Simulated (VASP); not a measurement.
Set up this calculation in VASP 6.6.1, as the native input.

```
Task                   : single point
Functional             : PBE
Potentials or basis    : VASP PAW PBE potentials, release 64 (Ta_pv, Au)
Cutoff                 : 520 eV
k mesh                 : 4 × 4 × 4
Occupations            : gaussian, width 0.1 eV
Spin                   : no spin polarisation
Dipole correction      : no
Further INCAR settings : ALGO = Normal; EDIFF = 1e-06; NBANDS = 42
```

The structure of Ta2Au lies in POSCAR:

```
Ta2Au
1.0
   -3.1590705228      3.1590705228      2.6296139588
    3.1590705228     -3.1590705228      2.6296139588
    3.1590705228      3.1590705228     -2.6296139588
Ta Au
4 2
Direct
    0.6670000000      0.1670000000      0.8340000000
    0.1670000000      0.3330000000      0.5000000000
    0.3330000000      0.8330000000      0.1660000000
    0.8330000000      0.6670000000      0.5000000000
    0.2500000000      0.2500000000      0.0000000000
    0.7500000000      0.7500000000      0.0000000000
```

One way to write it, as run:

INCAR

```
ALGO = Normal ; EDIFF = 1E-6
ENCUT = 520 ; GGA = PE
ISIF = 2 ; ISMEAR = 0
LASPH = T ; LCHARG = T
LELF = T ; LREAL = F
LVHAR = T ; LWAVE = F
NBANDS = 42 ; NELM = 80
PREC = Accurate ; SIGMA = 0.1
```

KPOINTS

```
k-points
0
Gamma
  4 4 4
```

Potentials or basis: VASP PAW PBE potentials, release 64 (Ta_pv, Au).

Command:

```console
$ cat potpaw_PBE.64/Ta_pv/POTCAR potpaw_PBE.64/Au/POTCAR > POTCAR
$ mpirun -np 1 vasp_std > vasp.out
```

Results of the run:

```
Pressure               : 16.5 GPa
Largest force          : 2.213 eV/Å
Band gap on the k mesh : zero (bands 33 and 34 overlap by 1.04 eV)
```

Caveat: the k points lie up to 0.39 Å⁻¹ apart, too coarse for converged energies and pressures of a metal; spin-orbit coupling is left out, which moves the levels of the heavy elements; forces of over 1 eV/Å act on the atoms, so gaps and moduli don't describe the material at rest.

It took 41 s on 1 thread of Intel(R) Xeon(R) 6975P-C (Granite Rapids) (shared host), peak memory 0.25 GiB.
